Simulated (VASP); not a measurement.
A run of VASP 6.6.1 is set up as follows.

Contents of INCAR:

```
PREC     = Accurate       # precision mode
ENCUT    = 500            # plane-wave cutoff, eV
EDIFF    = 1E-6           # SCF threshold, eV
ISMEAR   = 0              # smearing method
SIGMA    = 0.2            # smearing width, eV
LREAL    = F              # projectors in reciprocal space
LASPH    = T              # aspherical terms in the spheres
NELM     = 120            # most SCF steps
ALGO     = Normal         # electronic algorithm
ISIF     = 2              # what is computed and relaxed
LWAVE    = F              # write WAVECAR
LCHARG   = T              # write CHGCAR
GGA      = PE             # functional
LELF     = T              # ELF
LVHAR    = T            
NBANDS   = 18             # bands
GGA_COMPAT= F
```

KPOINTS

```
Automatic mesh
0
Gamma
  6 6 6
```

File POSCAR:

```
B3Pd
1.0
   -2.1428277000      2.1428277000      2.1428277000
    2.1428277000     -2.1428277000      2.1428277000
    2.1428277000      2.1428277000     -2.1428277000
B Pd
3 1
Direct
    0.0000000000      0.5000000000      0.5000000000
    0.5000000000      0.0000000000      0.5000000000
    0.5000000000      0.5000000000      0.0000000000
    0.0000000000      0.0000000000      0.0000000000
```

Potentials or basis: VASP PAW PBE potentials, release 64 (B, Pd).

Run with:

```sh
$ cat potpaw_PBE.64/B/POTCAR potpaw_PBE.64/Pd/POTCAR > POTCAR
$ mpirun -np 1 vasp_std > vasp.out
```

Question: What does it give for the pressure?

Answer: 0.7 GPa.
